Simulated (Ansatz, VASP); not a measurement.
## One calculation of SbP5, two programs

File INCAR:

```
SYSTEM = SbP5
  PREC = Accurate
  ENCUT = 600
  EDIFF = 1E-6
  ISMEAR = 0
  SIGMA = 0.1
  LREAL = .False.
  LASPH = .True.
  NELM = 80
  ALGO = Normal
  ISIF = 3
  LWAVE = .False.
  LCHARG = .False.
  GGA = PE
  IBRION = 2
  NSW = 90
  EDIFFG = -0.04
```

Contents of KPOINTS:

```
Automatic mesh
0
Gamma
  4 4 4
  0 0 0
```

The input POSCAR:

```
SbP5
1.0
    2.2757069861     -3.5432342034      0.0000000000
    2.2757069861      3.5432342034      0.0000000000
    0.0000000000      0.0000000000      7.1064264203
Sb P
1 5
Direct
    0.0000000000      0.0000000000      0.5000000000
    0.0000000000      0.0000000000      0.0000000000
    0.0000000000      0.5000000000      0.2181698725
    0.5000000000      0.0000000000      0.7818301275
    0.0000000000      0.5000000000      0.7818301275
    0.5000000000      0.0000000000      0.2181698725
```

Input for Ansatz:

```yaml
crystal:
  lattice:
    - [2.2757069861, -3.5432342034, 0.0]
    - [2.2757069861, 3.5432342034, 0.0]
    - [0.0, 0.0, 7.1064264203]
  atoms:
    - { symbol: Sb, position: [0.0, 0.0, 0.5] }
    - { symbol: P, position: [0.0, 0.0, 0.0] }
    - { symbol: P, position: [0.0, 0.5, 0.2181698725] }
    - { symbol: P, position: [0.5, 0.0, 0.7818301275] }
    - { symbol: P, position: [0.0, 0.5, 0.7818301275] }
    - { symbol: P, position: [0.5, 0.0, 0.2181698725] }
basis:
  ecutwfc: 420
kpoints:
  mp_grid: { grid: [4, 4, 4] }
hamiltonian:
  xc: pbe
scf:
  occupations: { method: gaussian, width: 0.1 }
  lower_state_search: "off"
output:
  forces: true
  stress: true
  eigenvalues: true
relax:
  adjacent_minimum: "off"
  f_tol: 0.04
  max_steps: 70
  cell: { stress_tol: 0.4 }
```

Alike in both runs: task relaxation of cell and atoms; functional PBE; k mesh 4 × 4 × 4; occupations gaussian, width 0.1 eV; no spin polarisation.

```csv
,VASP,Ansatz
version,VASP 6.6.1,Ansatz 0.2.0
potentials or method,"VASP PAW PBE potentials, release 64 (Sb, P), cutoff 600 eV","scalar-relativistic, plane waves, PAW"
valence electrons in the cell,30,40
```

Ansatz gave:

```
gap on the k mesh at the Fermi level, each at its own relaxed structure (eV) : none
relaxed volume (Å³/atom)                                                     : 19.12
relaxed cell length with the largest relative difference (Å)                 : 6.819
```

Task: Estimate VASP's values.

Result: gap on the k mesh at the Fermi level, each at its own relaxed structure (eV): none; relaxed volume (Å³/atom): 19.13; relaxed cell length with the largest relative difference (Å): 6.827.

A gap of «none» marks a metal or a gap that the smearing closes. VASP's potentials hold 30 valence electrons a cell and Ansatz's 40, so a difference there can come from the potentials and not from the codes.

The k mesh is coarse, so the values compare programs but aren't converged. Neither program's run includes spin-orbit coupling.
